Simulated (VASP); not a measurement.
The system is Ca.

```
Ca
1.0
     0.00000    2.79420    2.79420
     2.79420    0.00000    2.79420
     2.79420    2.79420    0.00000
Ca
1
Direct
  0.00000 0.00000 0.00000
```

Base run:

| Item | Value |
| --- | --- |
| Program | VASP 6.6.1 |
| Functional | PBEsol |
| Potentials or basis | VASP PAW PBE potentials, release 64 (Ca_sv) |
| Cutoff | 500 eV |
| k mesh | 11 × 11 × 11 |
| Occupations | fermi-dirac, width 0.08 eV |
| Spin | no spin polarisation |

Its results: band gap on the k mesh zero (bands 5 and 6 overlap by 0.30 eV); pressure -1.2 GPa.

Question: The run is repeated on the same cell with these changes: functional from PBEsol to PBE. What comes out?

Answer: Band gap on the k mesh zero (bands 5 and 6 overlap by 0.31 eV); pressure -0.6 GPa.

PBE binds less tightly than PBEsol, so the same cell stands under more pressure.

Caveats: the PAW data sets were made with another functional, which shifts forces and pressure a little (at least some runs).
